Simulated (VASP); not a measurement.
Runs of VASP 6.6.1 on AlN. The structure is that of space group P6_3/mmc (No. 194), or close to it. The cells are those of the table. 

| cell | gap on the mesh (eV) | pressure (GPa) | largest force (eV/Å) |
| --- | --- | --- | --- |
| a = 3.276, b = 3.276, c = 4.101 Å, angles 90.0, 90.0, 120.0°, 4 atoms | 3.63 | 0.6 | - |
| a = 3.303, b = 3.303, c = 4.135 Å, angles 90.0, 90.0, 120.0°, 4 atoms | 3.47 | -4.4 | (b) |
| a = 3.221, b = 3.221, c = 4.032 Å, angles 90.0, 90.0, 120.0°, 4 atoms | (a) | 13.4 | - |
| a = 3.249, b = 3.249, c = 4.067 Å, angles 90.0, 90.0, 120.0°, 4 atoms | 3.83 | 7.1 | 0.25 |
| a = 3.331, b = 3.331, c = 4.169 Å, angles 90.0, 90.0, 120.0°, 4 atoms | 3.26 | -9.8 | - |
| a = 3.194, b = 3.194, c = 3.998 Å, angles 90.0, 90.0, 120.0°, 4 atoms | 4.11 | 20.8 | - |
| a = 3.358, b = 3.358, c = 4.203 Å, angles 90.0, 90.0, 120.0°, 4 atoms | 3.10 | -13.7 | 0.09 |

Alike in all rows: task single point; level LDA; potentials or basis VASP PAW LDA potentials, release 64 (Al, N); no spin polarisation; k mesh 9 × 9 × 6; cutoff (eV) 520; smearing gaussian 0.05 eV.

Task: Estimate the missing entries.

Result: (a) 4.00; (b) 0.17.

A k mesh can miss the band edges.
